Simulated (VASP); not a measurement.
# H (Cmce) in VASP: a series of runs

H is run at these levels: PBE+D3(BJ); tasks: single point, relaxation of cell and atoms.

Program: VASP 6.6.1. These are calculated values, not measurements. Logs are shortened: lines on timing, memory, paths and dates and some standing lists are left out, and cuts for length are marked.

**1. The cell of the first run**

It takes space group Cmce (No. 64, orthorhombic). Conventional cell: a = 4.757 Å, b = 4.508 Å, c = 4.512 Å, α = 90.00°, β = 90.00°, γ = 90.00°. H (site symmetry m) has 1 H at 0.75 Å within 1.0 Å.

**2. Single point, PBE+D3(BJ)**

INCAR

```
  ALGO = Normal
  EDIFF = 1E-6
  ENCUT = 520
  GGA = PE
  ISIF = 2
  ISMEAR = 0
  IVDW = 12
  LASPH = T
  LCHARG = F
  LREAL = F
  LWAVE = F
  NBANDS = 10
  NELM = 80
  PREC = Accurate
  SIGMA = 0.02
```

KPOINTS

```
k-points
0
Gamma
  6 6 4
```

POSCAR

```
H
1.0
    2.3784155789     -2.2540820768      0.0000000000
    2.3784155789      2.2540820768      0.0000000000
    0.0000000000      0.0000000000      4.5123637547
H
4
Direct
    0.9400013801      0.0599986199      0.0577145415
    0.4400013801      0.5599986199      0.4422854585
    0.5599986199      0.4400013801      0.5577145415
    0.0599986199      0.9400013801      0.9422854585
```

Potentials or basis: VASP PAW PBE potentials, release 64 (H).

Run with:

```console
> cat potpaw_PBE.64/H/POTCAR > POTCAR
> mpirun -np 1 vasp_std > vasp.out
```

OUTCAR:

```text
EDIFF = 1E-6
   ENCUT = 520
   GGA = PE
   ISIF = 2
   ISMEAR = 0
   IVDW = 12
   LASPH = T
   LREAL = F
   NELM = 80
   PREC = Accurate
 IVDW          = 12

 ion  position               nearest neighbor table
   1  0.940  0.060  0.058-   4 0.75
   2  0.440  0.560  0.442-   3 0.75
   3  0.560  0.440  0.558-   2 0.75
   4  0.060  0.940  0.942-   1 0.75

  LATTYP: Found a base centered orthorhombic cell.
 ALAT       =     4.5081641536
 B/A-ratio  =     1.0551592612
 C/A-ratio  =     1.0009315546

  Lattice vectors:

 A1 = (  -2.3784155789,  -2.2540820768,   0.0000000000)
 A2 = (   2.3784155789,  -2.2540820768,   0.0000000000)
 A3 = (   0.0000000000,   0.0000000000,   4.5123637547)

Analysis of symmetry for initial positions (statically):
=====================================================================
 Subroutine PRICEL returns:
 Original cell was already a primitive cell.

 Routine SETGRP: Setting up the symmetry group for a
 base centered orthorhombic supercell.

 Subroutine GETGRP returns: Found  8 space group operations
 (whereof  4 operations were pure point group operations)
 out of a pool of  8 trial point group operations.

The static configuration has the point symmetry C_2h.
 The point group associated with its full space group is D_2h.

Analysis of symmetry for dynamics (positions and initial velocities):
=====================================================================
 Subroutine PRICEL returns:
 Original cell was already a primitive cell.

 Routine SETGRP: Setting up the symmetry group for a
 base centered orthorhombic supercell.

 Subroutine GETGRP returns: Found  8 space group operations
 (whereof  4 operations were pure point group operations)
 out of a pool of  8 trial point group operations.

The dynamic configuration has the point symmetry C_2h.
 The point group associated with its full space group is D_2h.

 Subroutine INISYM returns: Found  8 space group operations
 (whereof  4 operations are pure point group operations),
 and found     1 'primitive' translations

----------------------------------------------------------------------------------------

                                     Primitive cell

  volume of cell :      48.3829

  direct lattice vectors                    reciprocal lattice vectors
     2.378415579 -2.254082077  0.000000000     0.210223985 -0.221819784  0.000000000
     2.378415579  2.254082077  0.000000000     0.210223985  0.221819784  0.000000000
     0.000000000  0.000000000  4.512363755     0.000000000  0.000000000  0.221613339

  length of vectors
     3.276850115  3.276850115  4.512363755     0.305611093  0.305611093  0.221613339

  position of ions in fractional coordinates (direct lattice)
     0.940001380  0.059998620  0.057714541
     0.440001380  0.559998620  0.442285459
     0.559998620  0.440001380  0.557714541
     0.059998620  0.940001380  0.942285459

  ion indices of the primitive-cell ions
   primitive index   ion index
                 1           1
                 2           2
                 3           3
                 4           4

----------------------------------------------------------------------------------------

 KPOINTS: k-points

Automatic generation of k-mesh.
 Grid dimensions read from file:
 generate k-points for:    6    6    4

 Generating k-lattice:

  Cartesian coordinates                     Fractional coordinates (reciprocal lattice)
     0.035037331 -0.036969964  0.000000000     0.166666667  0.000000000  0.000000000
     0.035037331  0.036969964  0.000000000     0.000000000  0.166666667  0.000000000
     0.000000000  0.000000000  0.055403335     0.000000000  0.000000000  0.250000000

  Length of vectors
     0.050935182  0.050935182  0.055403335

  Shift w.r.t. Gamma in fractional coordinates (k-lattice)
     0.000000000  0.000000000  0.000000000

 Subroutine IBZKPT returns following result:
 ===========================================

 Found     39 irreducible k-points:

 Following reciprocal coordinates:
            Coordinates               Weight
  0.000000  0.000000  0.000000      1.000000
  0.166667  0.000000  0.000000      4.000000
  0.333333  0.000000  0.000000      4.000000
  0.500000 -0.000000  0.000000      2.000000
  0.166667  0.166667  0.000000      2.000000
  0.333333  0.166667  0.000000      4.000000
[... 16 lines left out ...]
  0.333333  0.333333  0.250000      4.000000
  0.500000  0.333333  0.250000      8.000000
 [... further k-points ...]
   k-points           NKPTS =     39   k-points in BZ     NKDIM =     39   number of bands    NBANDS=     10
   number of dos      NEDOS =    301   number of ions     NIONS =      4
   total plane-waves  NPLWV =  20736
   dimension x,y,z NGX =    24 NGY =   24 NGZ =   36
   dimension x,y,z NGXF=    48 NGYF=   48 NGZF=   72
   ions per type =               4
   NGX,Y,Z   is equivalent  to a cutoff of  12.18, 12.18, 13.26 a.u.
   NGXF,Y,Z  is equivalent  to a cutoff of  24.35, 24.35, 26.53 a.u.
 SYSTEM =  unknown system
   PREC   = accura    normal or accurate (medium, high low for compatibility)
   ISTART =      0    job   : 0-new  1-cont  2-samecut
   ICHARG =      2    charge: 1-file 2-atom 10-const
   ISPIN  =      1    spin polarized calculation?
   LNONCOLLINEAR =      F non collinear calculations
   LSORBIT =      F    spin-orbit coupling
   LASPH  =      T    aspherical Exc in radial PAW
   ENCUT  =  520.0 eV  38.22 Ry    6.18 a.u.   6.09  6.09  8.39*2*pi/ulx,y,z
   NELM   =     80;   NELMIN=  2; NELMDL= -5     # of ELM steps
   EDIFF  = 0.1E-05   stopping-criterion for ELM
   LREAL  =      F    real-space projection
[... 7 lines left out ...]
   TEBEG  =    0.0;   TEEND  =   0.0 temperature during run
   PSTRESS=    0.0 pullay stress
   NELECT =       4.0000    total number of electrons
   NUPDOWN=      -1.0000    fix difference up-down
   EMIN   =  10.00;   EMAX   =-10.00  energy-range for DOS
   EFERMI =   0.00;   METHOD = LEGACY
   ISMEAR =     0;   SIGMA  =   0.02  broadening in eV -4-tet -1-fermi 0-gaus
   EFERMI_NEDOS =   21; number of points for ismear=-14 and -15
   IALGO  =     38    algorithm
   IMIX   =      4    mixing-type and parameters
     AMIX     =   0.40;   BMIX     =  1.00
     AMIX_MAG =   1.60;   BMIX_MAG =  1.00
  volume/ion in A,a.u.               =      12.10        81.63
  Fermi-wavevector in a.u.,A,eV,Ry     =   0.713178  1.347710  6.920225  0.508622
  Thomas-Fermi vector in A             =   1.800747
   LORBIT       =      0    0 simple, 1 ext, 2 COOP (PROOUT), +10 PAW based schemes
   GGA     = PE    functional components
   LHFCALC =     F    Hartree Fock is set to
   AEXX    =    0.0000 exact exchange contribution
   IVDW    =    12    specifies the selected vdW correction
   LEPSILON=     F    determine dielectric tensor
   LRPA    =     F    only Hartree local field effects (RPA)
 non-spin polarized calculation
 Gauss-broadening in eV      SIGMA  =   0.02
  energy-cutoff  :      520.00
  volume of cell :       48.38
 maximum number of plane-waves:      1320
   NGX = 13   NGY = 13   NGZ = 17

 number of electron       3.9999999 magnetization

 Free energy of the ion-electron system (eV)
  ---------------------------------------------------
  ext. energy  EPLUGINS =         0.00000000
  ---------------------------------------------------
  free energy    TOTEN  =       -13.57221192 eV

  energy without entropy =      -13.57221192  energy(sigma->0) =      -13.57221192

 E-fermi :  -8.2933     XC(G=0):  -5.2860

 val. band max:       -8.4154778187   @ k =   0.3333   0.3333   0.0000
 cond. band min:       0.8230570320   @ k =   0.5000  -0.0000   0.5000
 fundamental gap:      9.2385348507
 Fermi energy:        -8.2933100904

 k-point     1 :       0.0000    0.0000    0.0000
  band No.  band energies     occupation
      1     -10.4601      2.00000
      2      -8.4347      2.00000
      3       1.8527      0.00000
      4       5.2758      0.00000
      5       5.9594      0.00000
      6       7.5442      0.00000
      7       9.1994      0.00000
      8      10.7840      0.00000
      9      11.5761      0.00000
     10      12.6266      0.00000

 k-point     2 :       0.1667    0.0000    0.0000
  band No.  band energies     occupation
      1     -10.2540      2.00000
      2      -8.4486      2.00000
      3       2.1474      0.00000
      4       4.4831      0.00000
      5       4.6939      0.00000
      6       7.7511      0.00000
      7       9.0678      0.00000
      8      11.2336      0.00000
      9      11.7217      0.00000
     10      13.8815      0.00000

 k-point     3 :       0.3333    0.0000    0.0000
  band No.  band energies     occupation
      1      -9.7086      2.00000
      2      -8.5990      2.00000
      3       2.5746      0.00000
      4       2.7626      0.00000
      5       4.0860      0.00000
      6       7.2573      0.00000
      7       9.6764      0.00000
      8      10.4331      0.00000
      9      11.6895      0.00000
     10      13.5229      0.00000

 k-point     4 :       0.5000   -0.0000    0.0000
  band No.  band energies     occupation
      1      -9.0532      2.00000
      2      -9.0532      2.00000
      3       2.2484      0.00000
      4       2.2484      0.00000
      5       5.3712      0.00000
      6       5.3712      0.00000
      7      10.6489      0.00000
      8      10.6489      0.00000
      9      12.0253      0.00000
     10      12.0253      0.00000
[... 222 lines left out ...]
 k-point    22 :      -0.1667    0.1667    0.2500
  band No.  band energies     occupation
      1      -9.8144      2.00000
      2      -8.7203      2.00000
      3       1.8934      0.00000
      4       2.9935      0.00000
      5       6.3107      0.00000
      6       6.6535      0.00000
      7       9.8774      0.00000
      8      10.2961      0.00000
      9      12.2385      0.00000
     10      13.5459      0.00000

 k-point    23 :       0.3333    0.3333    0.2500
  band No.  band energies     occupation
      1      -9.1090      2.00000
      2      -8.5200      2.00000
      3       2.4226      0.00000
      4       3.0568      0.00000
      5       3.3871      0.00000
      6       6.3658      0.00000
      7       7.9169      0.00000
      8       8.9792      0.00000
      9      10.3362      0.00000
     10      12.3488      0.00000

 k-point    24 :       0.5000    0.3333    0.2500
  band No.  band energies     occupation
      1      -8.7800      2.00000
      2      -8.5923      2.00000
      3       1.9196      0.00000
      4       2.7928      0.00000
      5       4.2473      0.00000
      6       5.8163      0.00000
      7       7.6105      0.00000
      8       8.5402      0.00000
      9      10.2995      0.00000
     10      10.7954      0.00000

 [... further k-points ...]

------------------------ aborting loop because EDIFF is reached ----------------------------------------

 Edisp (eV)   -0.07544

 E8    (eV) :    -0.0135

  FORCE on cell =-STRESS in cart. coord.  units (eV):
  Direction    XX          YY          ZZ          XY          YZ          ZX
  --------------------------------------------------------------------------------------
  -------------------------------------------------------------------------------------
  Total      -0.05464    -0.06955    -0.06167     0.00000     0.00000     0.00000
  in kB      -1.80928    -2.30297    -2.04220     0.00000     0.00000     0.00000
  external pressure =       -2.05 kB  Pullay stress =        0.00 kB

 VOLUME and BASIS-vectors are now :
 -----------------------------------------------------------------------------
  energy-cutoff  :      520.00
  volume of cell :       48.38
      direct lattice vectors                 reciprocal lattice vectors
     2.378415579 -2.254082077  0.000000000     0.210223985 -0.221819784  0.000000000
     2.378415579  2.254082077  0.000000000     0.210223985  0.221819784  0.000000000
     0.000000000  0.000000000  4.512363755     0.000000000  0.000000000  0.221613339

 POSITION                                       TOTAL-FORCE (eV/Angst)
 -----------------------------------------------------------------------------------
      2.37842     -1.98360      0.26043         0.000000     -0.005371     -0.004854
      2.37842      0.27048      1.99575         0.000000     -0.005371      0.004854
      2.37842     -0.27048      2.51661         0.000000      0.005371     -0.004854
      2.37842      1.98360      4.25193         0.000000      0.005371      0.004854
 -----------------------------------------------------------------------------------
    total drift:                                0.000000     -0.000000      0.000000

  FREE ENERGIE OF THE ION-ELECTRON SYSTEM (eV)
  ---------------------------------------------------
  free  energy   TOTEN  =       -13.6476546163 eV

  energy  without entropy=      -13.6476546163  energy(sigma->0) =      -13.64765462
```

It took 12 s on 1 thread of Intel Xeon Platinum 8375C at 2.90GHz (Ice Lake), shared host; peak memory 0.16 GiB.

What came out:

```
Free energy                : -13.6477 eV
Pressure                   : -0.2 GPa
Largest force              : 0.007 eV/Å
Band gap on the k mesh     : 9.24 eV, indirect (least direct gap 9.80 eV)
Dispersion energy per atom : -0.019 eV
```

Forces in eV/Å, atoms in the order of the input:
```
H    0.000 -0.005 -0.005
H    0.000 -0.005  0.005
H    0.000  0.005 -0.005
H    0.000  0.005  0.005
```

A k mesh can miss the band edges. A hybrid or GW would open this gap; PBE tends to underestimate it.

**3. Relaxation of cell and atoms, PBE+D3(BJ)**

INCAR

```
SYSTEM = H
ALGO = Normal ; EDIFF = 1E-7
EDIFFG = -0.02 ; ENCUT = 600
GGA = PE ; IBRION = 2
ISIF = 3 ; ISMEAR = 0
IVDW = 12 ; LASPH = .True.
LCHARG = .False. ; LREAL = .False.
LWAVE = .False. ; NELM = 100
NSW = 90 ; PREC = Accurate
SIGMA = 0.02
```

KPOINTS

```
k-points
0
Gamma
  6 6 4
  0 0 0
```

POSCAR is that of step 2.

Potentials or basis: VASP PAW PBE potentials, release 64 (H).

Run with:

```console
> cat potpaw_PBE.64/H/POTCAR > POTCAR
> mpirun -np 1 vasp_std > vasp.out
```

OUTCAR:

```text
SYSTEM = H
   EDIFF = 1E-7
   EDIFFG = -0.02
   ENCUT = 600
   GGA = PE
   IBRION = 2
   ISIF = 3
   ISMEAR = 0
   IVDW = 12
   LASPH = .True.
   LREAL = .False.
   NELM = 100
   NSW = 90
   PREC = Accurate
 IVDW          = 12

 ion  position               nearest neighbor table
   1  0.940  0.060  0.058-   4 0.75
   2  0.440  0.560  0.442-   3 0.75
   3  0.560  0.440  0.558-   2 0.75
   4  0.060  0.940  0.942-   1 0.75

  LATTYP: Found a base centered orthorhombic cell.
[... 423 lines left out ...]
  FORCE on cell =-STRESS in cart. coord.  units (eV):
  Direction    XX          YY          ZZ          XY          YZ          ZX
  --------------------------------------------------------------------------------------
  -------------------------------------------------------------------------------------
  Total      -0.01627    -0.03021    -0.02263     0.00000    -0.00000     0.00000
  in kB      -0.53869    -1.00032    -0.74953     0.00000    -0.00000     0.00000
  external pressure =       -0.76 kB  Pullay stress =        0.00 kB

 VOLUME and BASIS-vectors are now :
 -----------------------------------------------------------------------------
  energy-cutoff  :      600.00
  volume of cell :       48.38
      direct lattice vectors                 reciprocal lattice vectors
     2.378415579 -2.254082077  0.000000000     0.210223985 -0.221819784  0.000000000
     2.378415579  2.254082077  0.000000000     0.210223985  0.221819784  0.000000000
     0.000000000  0.000000000  4.512363755     0.000000000  0.000000000  0.221613339

 POSITION                                       TOTAL-FORCE (eV/Angst)
 -----------------------------------------------------------------------------------
      2.37842     -1.98360      0.26043         0.000000     -0.010237     -0.009550
      2.37842      0.27048      1.99575         0.000000     -0.010237      0.009550
      2.37842     -0.27048      2.51661         0.000000      0.010237     -0.009550
      2.37842      1.98360      4.25193         0.000000      0.010237      0.009550
 -----------------------------------------------------------------------------------
    total drift:                                0.000000     -0.000000      0.000000

  FREE ENERGIE OF THE ION-ELECTRON SYSTEM (eV)
  ---------------------------------------------------
  free  energy   TOTEN  =       -13.6510802507 eV

  energy  without entropy=      -13.6510802507  energy(sigma->0) =      -13.65108025

 reached required accuracy - stopping structural energy minimisation
```

Run time: 12 s. Hardware: 1 thread of Intel Xeon Platinum 8375C at 2.90GHz (Ice Lake), shared host; peak memory 0.17 GiB.

Results:

```
Free energy                  : -13.6511 eV
Pressure after relaxing      : -0.1 GPa
Largest force after relaxing : 0.014 eV/Å
Band gap on the k mesh       : 9.24 eV, indirect (least direct gap 9.80 eV)
Dispersion energy per atom   : -0.019 eV
```

Forces in eV/Å, atoms in the order of the input:
```
H    0.000 -0.010 -0.010
H    0.000 -0.010  0.010
H    0.000  0.010 -0.010
H    0.000  0.010  0.010
```

Final structure:
```
H
1.0
     2.37842   -2.25408    0.00000
     2.37842    2.25408    0.00000
     0.00000    0.00000    4.51236
H
4
Cartesian
  2.3784 -1.9836 0.2604
  2.3784 0.2705 1.9958
  2.3784 -0.2705 2.5166
  2.3784 1.9836 4.2519
```

Caveat: the relaxation stopped at its first step, so nothing moved. A k mesh can miss the band edges.
